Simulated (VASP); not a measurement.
The system is ZnS.

```
CELL_PARAMETERS angstrom
3.88676 0.00000 0.00000
-1.94338 3.36604 0.00000
0.00000 0.00000 19.05655
ATOMIC_POSITIONS crystal
Zn 0.33333 0.66667 0.83333
Zn 0.66667 0.33333 0.33333
Zn 0.66667 0.33333 0.66667
Zn 0.33333 0.66667 0.16667
Zn 0.00000 0.00000 0.50000
Zn 0.00000 0.00000 0.00000
S 0.33333 0.66667 0.95833
S 0.66667 0.33333 0.45833
S 0.66667 0.33333 0.79167
S 0.33333 0.66667 0.29167
S 0.00000 0.00000 0.62500
S 0.00000 0.00000 0.12500
```

Base run:

- Program: VASP 6.6.1
- Functional: r2SCAN
- Dispersion: rVV10
- Potentials or basis: VASP PAW PBE potentials, release 64 (Zn, S)
- Cutoff: 520 eV
- k mesh: 8 × 8 × 2
- Occupations: fermi-dirac, width 0.05 eV
- Spin: no spin polarisation

Its results: band gap on the k mesh 2.41 eV; pressure -4.9 GPa; largest force 0.034 eV/Å.

The run is repeated on the same cell with these changes: functional from r2SCAN to PBE exchange alone; dispersion from rVV10 to none. What comes out?

Band gap on the k mesh 1.93 eV; pressure 7.2 GPa; largest force 0.038 eV/Å.

Several settings changed at once.

Caveats: the cell stands under tension (at least some runs); the PAW data sets were made with another functional, which shifts forces and pressure a little (at least some runs); the cell stands under pressure (at least some runs).

A k mesh can miss the band edges.
